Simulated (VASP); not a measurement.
Wanted: the native input for a VASP 6.6.1 run.

- Task: single point
- Functional: PBE
- Potentials or basis: VASP PAW PBE potentials, release 64 (Al, P)
- Cutoff: 500 eV
- k mesh: 5 × 5 × 5
- Occupations: gaussian, width 0.01 eV
- Spin: no spin polarisation
- Dipole correction: no
- Further INCAR settings: ALGO = Normal; EDIFF = 1e-06; NBANDS = 11

The structure of AlP lies in POSCAR:

```
AlP
1.0
    0.0000000000      2.6314413177      2.6314413177
    2.6314413177      0.0000000000      2.6314413177
    2.6314413177      2.6314413177      0.0000000000
Al P
1 1
Direct
    0.0000000000      0.0000000000      0.0000000000
    0.2500000000      0.2500000000      0.2500000000
```

These files were run (other wordings do the same):

INCAR

```
SYSTEM = AlP
ALGO = Normal
EDIFF = 1E-6
ENCUT = 500
GGA = PE
GGA_COMPAT = .False.
ISIF = 2
ISMEAR = 0
LASPH = .True.
LCHARG = .True.
LELF = .True.
LREAL = .False.
LVHAR = .True.
LWAVE = .False.
NBANDS = 11
NELM = 120
PREC = Accurate
SIGMA = 0.01
```

KPOINTS

```
k-points
0
Gamma
  5 5 5
  0 0 0
```

Potentials or basis: VASP PAW PBE potentials, release 64 (Al, P).

Launch:

```sh
$ cat potpaw_PBE.64/Al/POTCAR potpaw_PBE.64/P/POTCAR > POTCAR
$ mpirun -np 1 vasp_std > vasp.out
```

It gave:

The pressure is 15.0 GPa and the band gap on the k mesh is 1.62 eV, indirect (least direct gap 3.81 eV).

Wall time 7.6 s on 1 thread of Intel Xeon 8259CL, with other jobs on the host, peak memory 0.15 GiB.
